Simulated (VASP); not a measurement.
Here is a VASP 6.6.1 calculation.

File INCAR:

```
SYSTEM = Nb
PREC = Accurate
ENCUT = 520
EDIFF = 1E-6
ISMEAR = 0
SIGMA = 0.15
LREAL = .FALSE.
LASPH = .TRUE.
NELM = 60
ALGO = Fast
ISIF = 2
LWAVE = .FALSE.
LCHARG = .FALSE.
GGA = PS
NBANDS = 12
```

The input KPOINTS:

```
regular mesh
0
G
  20 20 20
  0 0 0
```

POSCAR

```
Nb
1.0
    0.0000000000      2.1150000000      2.1044250000
    2.1150000000      0.0000000000      2.1044250000
    2.1150000000      2.1150000000      0.0000000000
Nb
1
Direct
    0.0000000000      0.0000000000      0.0000000000
```

Potentials or basis: VASP PAW PBE potentials, release 64 (Nb_sv).

Launch:

```bash
$ cat potpaw_PBE.64/Nb_sv/POTCAR > POTCAR
$ mpirun -np 1 vasp_std > vasp.out
```

Problem. Estimate the pressure.

Solution. -6.5 GPa.

Stress tensor (GPa, compression positive):
```
-6.01  0.00  0.00
 0.00 -6.01  0.00
 0.00  0.00 -7.40
```

Caveat: the cell differs from its parent crystal (strain -0.0050 x Voigt [0, 0, 1, 0, 0, 0]); the PAW data sets were made with another functional, which shifts forces and pressure a little.
